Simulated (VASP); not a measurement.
**MgB: single point with PBE**

The system is MgB.

```
Mg B
1.0
     2.89522    0.00000    0.00000
     0.00000    2.89522    0.00000
     0.00000    0.00000    2.89522
Mg B
1 1
Direct
  0.00000 0.00000 0.00000
  0.50000 0.50000 0.50000
```

```yaml
Program: VASP 6.6.1
Task: single point
Functional: PBE
Potentials_or_basis: VASP PAW PBE potentials, release 64 (Mg, B)
Cutoff: 520 eV
k_mesh: 14 × 14 × 14
Occupations: gaussian, width 0.1 eV
Spin: no spin polarisation
```

```
Pressure : -0.3 GPa
```

Levels at points of the mesh, in eV from the Fermi level:
```tsv
k point	band 1	band 2	band 3	band 4	band 5	band 6	band 7
(0.00, 0.00, 0.00)	-10.78	2.49	2.49	2.49	7.00	7.00	8.94
(0.50, 0.00, 0.00)	-7.68	-5.76	3.64	3.64	10.57	10.87	11.62
(0.50, 0.50, 0.00)	-4.84	-3.31	-3.31	1.69	4.96	12.84	12.84
(0.50, 0.50, 0.50)	-1.78	-1.32	-1.32	-1.32	3.97	3.97	3.97
```

Wall time 50 s on 1 thread of AMD EPYC 7R13 (shared host), peak memory 0.13 GiB.
